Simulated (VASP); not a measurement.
# C (P6_3/mmc) in VASP: a series of runs

The runs below take C through single point, with PBEsol.

All numbers are computed with VASP 6.6.1; they aren't measurements. Logs are shortened: lines on timing, memory, paths and dates and some standing lists are left out, and cuts for length are marked.

## Step 1: The cell of the first run

Symmetry: P6_3/mmc, No. 194, hexagonal system. The conventional cell has a = 2.498 Å, b = 2.498 Å, c = 4.223 Å, α = 90.00°, β = 90.00°, γ = 120.00°. Within 2.0 Å of C (site symmetry 3m) lie 4 C at 1.54 to 1.58 Å.

## Step 2: Single point, PBEsol (strained cell)

Contents of INCAR:

```
SYSTEM = C
PREC = Accurate
ENCUT = 1300
EDIFF = 1E-6
ISMEAR = 0
SIGMA = 0.02
LREAL = .FALSE.
LASPH = .TRUE.
NELM = 120
ALGO = Normal
ISIF = 2
LWAVE = .FALSE.
LCHARG = .FALSE.
GGA = PS
NBANDS = 16
GGA_COMPAT = .FALSE.
```

Contents of KPOINTS:

```
regular mesh
0
G
  9 9 6
  0 0 0
```

Contents of POSCAR:

```
C
1.0
    2.4982678404      0.0000000000      0.0000000000
   -1.2491339202      2.1635634153      0.0000000000
    0.0000000000      0.0000000000      4.2229976408
C
4
Direct
    0.3333333333      0.6666666667     -0.0002601248
    0.6666666667      0.3333333333      0.4997398752
    0.3333333333      0.6666666667      0.3742601248
    0.6666666667      0.3333333333      0.8742601248
```

Potentials or basis: VASP PAW PBE potentials, release 64 (C_h).

Command:

```bash
$ cat potpaw_PBE.64/C_h/POTCAR > POTCAR
$ mpirun -np 1 vasp_std > vasp.out
```

OUTCAR:

```text
SYSTEM = C
   PREC = Accurate
   ENCUT = 1300
   EDIFF = 1E-6
   ISMEAR = 0
   LREAL = .FALSE.
   LASPH = .TRUE.
   NELM = 120
   ISIF = 2
   GGA = PS

 ion  position               nearest neighbor table
   1  0.333  0.667  1.000-
   2  0.667  0.333  0.500-
   3  0.333  0.667  0.374-
   4  0.667  0.333  0.874-

  LATTYP: Found a hexagonal cell.
 ALAT       =     2.4982678404
 C/A-ratio  =     1.6903702527

  Lattice vectors:

 A1 = (   2.4982678404,   0.0000000000,   0.0000000000)
 A2 = (  -1.2491339202,   2.1635634153,   0.0000000000)
 A3 = (   0.0000000000,   0.0000000000,   4.2229976408)

Analysis of symmetry for initial positions (statically):
=====================================================================
 Subroutine PRICEL returns:
 Original cell was already a primitive cell.

 Routine SETGRP: Setting up the symmetry group for a
 hexagonal supercell.

 Subroutine GETGRP returns: Found 24 space group operations
 (whereof  6 operations were pure point group operations)
 out of a pool of 24 trial point group operations.

The static configuration has the point symmetry C_3v.
 The point group associated with its full space group is D_6h.

Analysis of symmetry for dynamics (positions and initial velocities):
=====================================================================
 Subroutine PRICEL returns:
 Original cell was already a primitive cell.

 Routine SETGRP: Setting up the symmetry group for a
 hexagonal supercell.

 Subroutine GETGRP returns: Found 24 space group operations
 (whereof  6 operations were pure point group operations)
 out of a pool of 24 trial point group operations.

The dynamic configuration has the point symmetry C_3v.
 The point group associated with its full space group is D_6h.

 Subroutine INISYM returns: Found 24 space group operations
 (whereof  6 operations are pure point group operations),
 and found     1 'primitive' translations

----------------------------------------------------------------------------------------

                                     Primitive cell

  volume of cell :      22.8260

  direct lattice vectors                    reciprocal lattice vectors
     2.498267840  0.000000000  0.000000000     0.400277338  0.231100229  0.000000000
    -1.249133920  2.163563415  0.000000000     0.000000000  0.462200457  0.000000000
     0.000000000  0.000000000  4.222997641     0.000000000  0.000000000  0.236798617

  length of vectors
     2.498267840  2.498267840  4.222997641     0.462200457  0.462200457  0.236798617

  position of ions in fractional coordinates (direct lattice)
     0.333333333  0.666666667  0.999739875
     0.666666667  0.333333333  0.499739875
     0.333333333  0.666666667  0.374260125
     0.666666667  0.333333333  0.874260125

  ion indices of the primitive-cell ions
   primitive index   ion index
                 1           1
                 2           2
                 3           3
                 4           4

----------------------------------------------------------------------------------------

 KPOINTS: regular mesh

Automatic generation of k-mesh.
 Grid dimensions read from file:
 generate k-points for:    9    9    6

 Generating k-lattice:

  Cartesian coordinates                     Fractional coordinates (reciprocal lattice)
     0.044475260  0.025677803  0.000000000     0.111111111  0.000000000  0.000000000
     0.000000000  0.051355606  0.000000000     0.000000000  0.111111111  0.000000000
     0.000000000  0.000000000  0.039466436     0.000000000  0.000000000  0.166666667

  Length of vectors
     0.051355606  0.051355606  0.039466436

  Shift w.r.t. Gamma in fractional coordinates (k-lattice)
     0.000000000  0.000000000  0.000000000

 Subroutine IBZKPT returns following result:
 ===========================================

 Found     48 irreducible k-points:

 Following reciprocal coordinates:
            Coordinates               Weight
  0.000000  0.000000  0.000000      1.000000
  0.111111  0.000000  0.000000      6.000000
  0.222222  0.000000  0.000000      6.000000
  0.333333  0.000000  0.000000      6.000000
  0.444444  0.000000  0.000000      6.000000
  0.111111  0.111111  0.000000      6.000000
[... 16 lines left out ...]
  0.333333  0.222222  0.166667     24.000000
  0.333333  0.333333  0.166667      4.000000
 [... further k-points ...]
   k-points           NKPTS =     48   k-points in BZ     NKDIM =     48   number of bands    NBANDS=     16
   number of dos      NEDOS =    301   number of ions     NIONS =      4
   total plane-waves  NPLWV =  45000
   dimension x,y,z NGX =    30 NGY =   30 NGZ =   50
   dimension x,y,z NGXF=    60 NGYF=   60 NGZF=  100
   ions per type =               4
   NGX,Y,Z   is equivalent  to a cutoff of  19.96, 19.96, 19.68 a.u.
   NGXF,Y,Z  is equivalent  to a cutoff of  39.93, 39.93, 39.37 a.u.
 SYSTEM =  C
   PREC   = accura    normal or accurate (medium, high low for compatibility)
   ISTART =      0    job   : 0-new  1-cont  2-samecut
   ICHARG =      2    charge: 1-file 2-atom 10-const
   ISPIN  =      1    spin polarized calculation?
   LNONCOLLINEAR =      F non collinear calculations
   LSORBIT =      F    spin-orbit coupling
   LASPH  =      T    aspherical Exc in radial PAW
   ENCUT  = 1300.0 eV  95.55 Ry    9.77 a.u.   7.34  7.34 12.42*2*pi/ulx,y,z
   NELM   =    120;   NELMIN=  2; NELMDL= -5     # of ELM steps
   EDIFF  = 0.1E-05   stopping-criterion for ELM
   LREAL  =      F    real-space projection
   EDIFFG = 0.1E-04   stopping-criterion for IOM
   NSW    =      0    number of steps for IOM
   IBRION =     -1    ionic relax: 0-MD 1-quasi-New 2-CG
   NFREE  =      0    steps in history (QN), initial steepest desc. (CG)
   ISIF   =      2    stress and relaxation
   ISYM   =      2    0-nonsym 1-usesym 2-fastsym
   POTIM  = 0.5000    time-step for ionic-motion
   TEBEG  =    0.0;   TEEND  =   0.0 temperature during run
   PSTRESS=    0.0 pullay stress
   NELECT =      16.0000    total number of electrons
   NUPDOWN=      -1.0000    fix difference up-down
   EMIN   =  10.00;   EMAX   =-10.00  energy-range for DOS
   EFERMI =   0.00;   METHOD = LEGACY
   ISMEAR =     0;   SIGMA  =   0.02  broadening in eV -4-tet -1-fermi 0-gaus
   EFERMI_NEDOS =   21; number of points for ismear=-14 and -15
   IALGO  =     38    algorithm
   IMIX   =      4    mixing-type and parameters
     AMIX     =   0.40;   BMIX     =  1.00
     AMIX_MAG =   1.60;   BMIX_MAG =  1.00
  volume/ion in A,a.u.               =       5.71        38.51
  Fermi-wavevector in a.u.,A,eV,Ry     =   1.454248  2.748129 28.774089  2.114836
  Thomas-Fermi vector in A             =   2.571420
   LORBIT       =      0    0 simple, 1 ext, 2 COOP (PROOUT), +10 PAW based schemes
   GGA     = PS    functional components
   LHFCALC =     F    Hartree Fock is set to
   AEXX    =    0.0000 exact exchange contribution
   IVDW    =     0    specifies the selected vdW correction
   LEPSILON=     F    determine dielectric tensor
   LRPA    =     F    only Hartree local field effects (RPA)
 non-spin polarized calculation
 Gauss-broadening in eV      SIGMA  =   0.02
  energy-cutoff  :     1300.00
  volume of cell :       22.83
 maximum number of plane-waves:      2467
 NGX is ok and might be reduce to    30
   NGX = 15   NGY = 15   NGZ = 25

 number of electron      16.0000000 magnetization

 Free energy of the ion-electron system (eV)
  ---------------------------------------------------
  ext. energy  EPLUGINS =         0.00000000
  ---------------------------------------------------
  free energy    TOTEN  =       -38.43920618 eV

  energy without entropy =      -38.43920618  energy(sigma->0) =      -38.43920618

 E-fermi :  11.1985     XC(G=0): -13.5377

 val. band max:       11.0989218309   @ k =   0.0000   0.0000   0.0000
 cond. band min:      14.1910220475   @ k =   0.3333   0.3333   0.0000
 fundamental gap:      3.0921002166
 Fermi energy:        11.1984639920

 k-point     1 :       0.0000    0.0000    0.0000
  band No.  band energies     occupation
      1     -10.6388      2.00000
      2      -5.2649      2.00000
      3      -2.5829      2.00000
      4       8.1832      2.00000
      5       8.1832      2.00000
      6      10.6141      2.00000
[... 8 lines left out ...]
     15      25.1968      0.00000
     16      28.3508      0.00000

 k-point     2 :       0.1111    0.0000    0.0000
  band No.  band energies     occupation
      1     -10.3292      2.00000
      2      -4.9858      2.00000
      3      -2.2904      2.00000
      4       6.7256      2.00000
      5       7.5764      2.00000
      6       9.8537      2.00000
[... 8 lines left out ...]
     15      25.5773      0.00000
     16      27.5791      0.00000

 k-point     3 :       0.2222    0.0000    0.0000
  band No.  band energies     occupation
      1      -9.4066      2.00000
      2      -4.1534      2.00000
      3      -1.4521      2.00000
      4       3.6913      2.00000
      5       6.3969      2.00000
      6       7.2401      2.00000
[... 8 lines left out ...]
     15      25.6174      0.00000
     16      26.4093      0.00000

 k-point     4 :       0.3333    0.0000    0.0000
  band No.  band energies     occupation
      1      -7.8979      2.00000
      2      -2.7879      2.00000
      3      -0.5691      2.00000
      4       0.8519      2.00000
      5       4.3547      2.00000
      6       5.3812      2.00000
[... 8 lines left out ...]
     15      25.9252      0.00000
     16      27.4791      0.00000

 k-point     5 :       0.4444    0.0000    0.0000
  band No.  band energies     occupation
      1      -5.9406      2.00000
      2      -2.7941      2.00000
      3      -0.9835      2.00000
      4       1.6194      2.00000
      5       1.7142      2.00000
      6       4.8259      2.00000
[... 8 lines left out ...]
     15      27.3341      0.00000
     16      28.8836      0.00000

 k-point     6 :       0.1111    0.1111    0.0000
  band No.  band energies     occupation
      1      -9.7130      2.00000
      2      -4.4300      2.00000
      3      -1.7229      2.00000
      4       4.8540      2.00000
      5       6.2500      2.00000
      6       8.2126      2.00000
[... 8 lines left out ...]
     15      26.3633      0.00000
     16      26.4004      0.00000

 k-point     7 :       0.2222    0.1111    0.0000
  band No.  band energies     occupation
      1      -8.4956      2.00000
      2      -3.3303      2.00000
      3      -0.7188      2.00000
      4       2.1293      2.00000
      5       4.7323      2.00000
      6       5.7735      2.00000
[... 8 lines left out ...]
     15      25.8992      0.00000
     16      25.9115      0.00000

 k-point     8 :       0.3333    0.1111    0.0000
  band No.  band energies     occupation
      1      -6.7315      2.00000
      2      -1.7270      2.00000
      3      -1.3808      2.00000
      4       1.2102      2.00000
      5       3.0969      2.00000
      6       3.8487      2.00000
[... 8 lines left out ...]
     15      26.5899      0.00000
     16      27.7698      0.00000

 k-point     9 :       0.4444    0.1111    0.0000
  band No.  band energies     occupation
      1      -5.0754      2.00000
      2      -3.3882      2.00000
      3      -0.1429      2.00000
      4       1.1175      2.00000
      5       2.0496      2.00000
      6       3.6728      2.00000
[... 8 lines left out ...]
     15      27.4590      0.00000
     16      28.9646      0.00000
[... 172 lines left out ...]
 k-point    19 :       0.2222    0.1111    0.1667
  band No.  band energies     occupation
      1      -8.3161      2.00000
      2      -4.2939      2.00000
      3       0.4259      2.00000
      4       2.3727      2.00000
      5       4.8483      2.00000
      6       5.2805      2.00000
[... 8 lines left out ...]
     15      24.7256      0.00000
     16      26.7978      0.00000

 k-point    20 :       0.3333    0.1111    0.1667
  band No.  band energies     occupation
      1      -6.5561      2.00000
      2      -2.6826      2.00000
      3      -1.0754      2.00000
      4       2.0766      2.00000
      5       2.6378      2.00000
      6       4.0351      2.00000
[... 8 lines left out ...]
     15      26.0414      0.00000
     16      28.2864      0.00000

 k-point    21 :       0.4444    0.1111    0.1667
  band No.  band energies     occupation
      1      -4.9082      2.00000
      2      -3.2270      2.00000
      3      -1.0436      2.00000
      4       0.4925      2.00000
      5       3.0165      2.00000
      6       3.9551      2.00000
[... 8 lines left out ...]
     15      26.7558      0.00000
     16      28.9276      0.00000

 k-point    22 :       0.2222    0.2222    0.1667
  band No.  band energies     occupation
      1      -6.8361      2.00000
      2      -2.9254      2.00000
      3      -0.0049      2.00000
      4       2.2997      2.00000
      5       2.5809      2.00000
      6       3.6164      2.00000
[... 8 lines left out ...]
     15      24.5927      0.00000
     16      27.1078      0.00000

 k-point    23 :       0.3333    0.2222    0.1667
  band No.  band energies     occupation
      1      -4.9262      2.00000
      2      -2.2155      2.00000
      3      -0.9987      2.00000
      4       1.3458      2.00000
      5       1.6322      2.00000
      6       3.5862      2.00000
[... 8 lines left out ...]
     15      26.0919      0.00000
     16      27.4718      0.00000

 k-point    24 :       0.3333    0.3333    0.1667
  band No.  band energies     occupation
      1      -3.2269      2.00000
      2      -3.2269      2.00000
      3       0.1494      2.00000
      4       0.5538      2.00000
      5       0.5538      2.00000
      6       3.4957      2.00000
[... 8 lines left out ...]
     15      26.6613      0.00000
     16      26.6613      0.00000

 [... further k-points ...]
[... 5 lines left out ...]
  --------------------------------------------------------------------------------------
  -------------------------------------------------------------------------------------
  Total        0.0272588      0.0272588     -2.6765932      0.0000000     -0.0000000      0.0000000
  in kB        1.9133210      1.9133210   -187.8726153      0.0000000     -0.0000000      0.0000000
  external PRESSURE =     -61.3486578 kB  Pullay stress =       0.0000000 kB

 VOLUME and BASIS-vectors are now :
 -----------------------------------------------------------------------------
  energy-cutoff  :     1300.00
  volume of cell :       22.83
      direct lattice vectors                 reciprocal lattice vectors
     2.498267840  0.000000000  0.000000000     0.400277338  0.231100229  0.000000000
    -1.249133920  2.163563415  0.000000000     0.000000000  0.462200457  0.000000000
     0.000000000  0.000000000  4.222997641     0.000000000  0.000000000  0.236798617

 POSITION                                       TOTAL-FORCE (eV/Angst)
 -----------------------------------------------------------------------------------
     -0.00000      1.44238      4.22190        -0.000000     -0.000000      0.003017
      1.24913      0.72119      2.11040         0.000000      0.000000      0.003017
     -0.00000      1.44238      1.58050        -0.000000     -0.000000     -0.003017
      1.24913      0.72119      3.69200         0.000000      0.000000     -0.003017
 -----------------------------------------------------------------------------------
    total drift:                               -0.000000      0.000000      0.000001

  FREE ENERGIE OF THE ION-ELECTRON SYSTEM (eV)
  ---------------------------------------------------
  free  energy   TOTEN  =       -38.4392061812 eV

  energy  without entropy=      -38.4392061812  energy(sigma->0) =      -38.43920618
```

It took 43 s on 1 thread of AMD EPYC 7R13 (Zen 3), shared host; peak memory 0.18 GiB.

Results:

```yaml
Free_energy: -38.4392 eV
Pressure: -6.1 GPa
Largest_force: 0.003 eV/Å
Band_gap_on_the_k_mesh: 3.09 eV (least direct gap 4.86 eV)
```

Forces on the atoms (eV/Å):
```
C    0.000  0.000  0.003
C    0.000  0.000  0.003
C    0.000  0.000 -0.003
C    0.000  0.000 -0.003
```

Stress tensor (GPa, compression positive):
```
  0.19   0.00   0.00
  0.00   0.19   0.00
  0.00   0.00 -18.79
```

Caveat: the cell differs from its parent crystal (strained cell); the stress differs along the axes, from -19 to 0 GPa; the PAW data sets were made with another functional, which shifts forces and pressure a little.

## Step 3: Single point, PBEsol (strained cell)

Contents of INCAR:

```
PREC = Accurate
ENCUT = 1300
EDIFF = 1E-6
ISMEAR = 0
SIGMA = 0.02
LREAL = False
LASPH = True
NELM = 120
ALGO = Normal
ISIF = 2
LWAVE = False
LCHARG = True
GGA = PS
LELF = True
LVHAR = True
NBANDS = 16
GGA_COMPAT = False
```

Contents of KPOINTS:

```
regular mesh
0
Gamma
  9 9 6
```

POSCAR: that of step 2 with these lines changed.

```diff
@@ -2,4 +2,4 @@
 1.0
-    2.4982678404      0.0000000000      0.0000000000
-   -1.2491339202      2.1635634153      0.0000000000
+    2.4993962492      0.0000000000      0.0000000000
+   -1.2496981246      2.1645406459      0.0000000000
     0.0000000000      0.0000000000      4.2229976408
```

Potentials or basis: VASP PAW PBE potentials, release 64 (C_h).

Command:

```bash
$ cat potpaw_PBE.64/C_h/POTCAR > POTCAR
$ mpirun -np 1 vasp_std > vasp.out
```

Wall time 53 s (1 thread of Intel Xeon Platinum 8259CL at 2.50GHz (Skylake/Cascade Lake), shared host); peak memory 0.21 GiB.

It converged, with:

```yaml
Free_energy: -38.4392 eV
Pressure: -6.5 GPa
Band_gap_on_the_k_mesh: 3.10 eV (least direct gap 4.87 eV)
```

Stress tensor (GPa, compression positive):
```
 -0.40   0.00   0.00
  0.00  -0.40   0.00
  0.00   0.00 -18.79
```

Levels at points of the mesh, in eV from the valence-band top:
```csv
k point,band 6,band 7,band 8,band 9,band 10,band 11
"(0.00, 0.00, 0.00)",-0.48,0.00,0.00,4.87,5.09,5.09
"(0.00, 0.00, 0.50)",-1.74,-1.74,-1.74,7.27,7.27,7.27
```

Caveat: the cell differs from its parent crystal (strained cell); the stress differs along the axes, from -19 to -0 GPa; the PAW data sets were made with another functional, which shifts forces and pressure a little. A k mesh can miss the band edges.

[end of part 1 of 2]
